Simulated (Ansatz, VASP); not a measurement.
Two plane-wave programs on BiTe

The input POSCAR:

```
BiTe
1.0
    2.5575731115      1.4766155244      2.9766628402
   -2.5575731115      1.4766155244      2.9766628402
    0.0000000000     -2.9532310488      2.9766628402
Bi Te
1 1
Direct
    0.5000000000      0.5000000000      0.5000000000
    0.0000000000      0.0000000000      0.0000000000
```

File INCAR.step1:

```
  PREC = Accurate
  ENCUT = 520
  ISMEAR = 0
  SIGMA = 0.15
  LREAL = F
  LASPH = T
  NELM = 60
  NBANDS = 18
  GGA = PE
  ALGO = Normal
  EDIFF = 1E-4
  LWAVE = T
  LCHARG = F
```

INCAR.step2

```
  PREC = Accurate
  ENCUT = 520
  EDIFF = 1E-6
  ISMEAR = 0
  SIGMA = 0.15
  LREAL = F
  LASPH = T
  NELM = 60
  ALGO = Normal
  ISIF = 2
  LWAVE = F
  LCHARG = T
  METAGGA = R2SCAN
  LMIXTAU = T
  LELF = T
  LVHAR = T
  NBANDS = 18
  ISTART = 1
```

KPOINTS

```
Automatic mesh
0
Gamma
  12 12 12
```

Input for Ansatz:

```yaml
crystal:
  lattice:
    - [2.5575731115, 1.4766155244, 2.9766628402]
    - [-2.5575731115, 1.4766155244, 2.9766628402]
    - [0.0, -2.9532310488, 2.9766628402]
  atoms:
    - { symbol: Bi, position: [0.5, 0.5, 0.5] }
    - { symbol: Te, position: [0.0, 0.0, 0.0] }
basis:
  ecutwfc: 500
kpoints:
  mp_grid: { grid: [12, 12, 12] }
hamiltonian:
  xc: r2scan
scf:
  occupations: { method: gaussian, width: 0.15 }
output:
  forces: true
  stress: true
  eigenvalues: true
```

Alike in both runs: task single point; functional r2SCAN; k mesh 12 × 12 × 12; occupations gaussian, width 0.15 eV; no spin polarisation.

```csv
,VASP,Ansatz
version,VASP 6.6.1,Ansatz 0.2.0
potentials or method,"VASP PAW PBE potentials, release 64 (Bi_d, Te), cutoff 520 eV","scalar-relativistic, plane waves, PAW"
valence electrons in the cell,21,31
```

|  | VASP | Ansatz | Ansatz less VASP |
| --- | --- | --- | --- |
| gap on the k mesh at the Fermi level (eV) | none | none | - |
| pressure (GPa) | -2.5 | -2.5 | +0.02 |
| traceless stress, the component that is largest in VASP (GPa) | 3.06 | 3.06 | -0.002 |

VASP's potentials were made for PBE, not for r2SCAN. A gap of «none» marks a metal or a gap that the smearing closes. The functional is the same, so the differences come from potentials, cutoffs and numerics. VASP's potentials hold 21 valence electrons a cell and Ansatz's 31, so a difference there can come from the potentials and not from the codes.

Spin-orbit coupling is off throughout.
